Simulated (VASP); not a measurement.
CoO: single point with PBE+U

The system is CoO.

```
Co O
1.0
    -1.49885    1.49885    2.26537
     1.49885   -1.49885    2.26537
     1.49885    1.49885   -2.26537
Co O
1 1
Direct
  0.00000 0.00000 0.00000
  0.50000 0.50000 0.00000
```

- Program: VASP 6.6.1
- Task: single point
- Functional: PBE
- Potentials or basis: VASP PAW PBE potentials, release 64 (Co, O)
- Cutoff: 520 eV
- k mesh: 16 × 16 × 16
- Occupations: gaussian, width 0.01 eV
- Spin: collinear spin, ferromagnetic start
- Starting moments: [2.84, 0.26] μB
- Hubbard terms: Co d U = 3.32 eV

The pressure is -3.3 GPa, the band gap on the k mesh is 0.12 eV, indirect (least direct gap 1.04 eV) and the net moment is 3.00 μB per cell. The site moments are Co +2.74; O +0.21 μB and the valence electrons inside the program's atomic spheres are Co 7.74; O 4.99.

Stress tensor (GPa, compression positive):
```
-3.67  0.00  0.00
 0.00 -3.67  0.00
 0.00  0.00 -2.67
```

Levels at points of the mesh, in eV from the valence-band top:
Spin up:
```tsv
k point	band 7	band 8	band 9	band 10	band 11	band 12
(0.00, 0.00, 0.00)	-2.18	-2.18	-1.76	1.47	16.83	17.34
(0.50, 0.00, 0.00)	-2.25	-0.05	0.00	5.60	9.61	13.04
(0.50, 0.50, 0.00)	-3.58	-2.88	-2.59	6.19	10.50	11.31
(0.50, 0.50, 0.50)	-3.14	-2.53	-2.53	6.04	9.85	11.42
```
Spin down:
```
           k point  band 2  band 3  band 4  band 5  band 6  band 7  band 8  band 9  band 10  band 11
(0.00, 0.00, 0.00)   -1.83   -1.83   -1.74   -1.74   -1.42    1.11    1.35    1.75     2.97    17.37
(0.50, 0.00, 0.00)   -6.49   -3.56   -3.25   -1.06   -0.52    2.35    3.85    4.55     5.96    10.44
(0.50, 0.50, 0.00)   -5.26   -3.16   -2.77   -2.56   -0.99    2.09    2.59    3.19     7.20    10.98
(0.50, 0.50, 0.50)   -5.25   -2.72   -2.72   -0.92   -0.92    0.12    1.67    3.48     7.16    10.20
```

Eigenvalues of the final occupation matrices:
| site | spin | trace | eigenvalues |
| --- | --- | --- | --- |
| site 1 d | 1 | 4.92 | 0.97 0.97 0.97 1.00 1.01 |
| site 1 d | 2 | 2.22 | 0.04 0.09 0.16 0.96 0.96 |

It took 9 min on 1 thread of Oxide Virtual Turin-like Processor, on a shared host, peak memory 0.27 GiB.

Caveat: a cell with one magnetic atom can't hold antiferromagnetic order, which such compounds often take. The state reached can hang on the start; a lower one may exist.
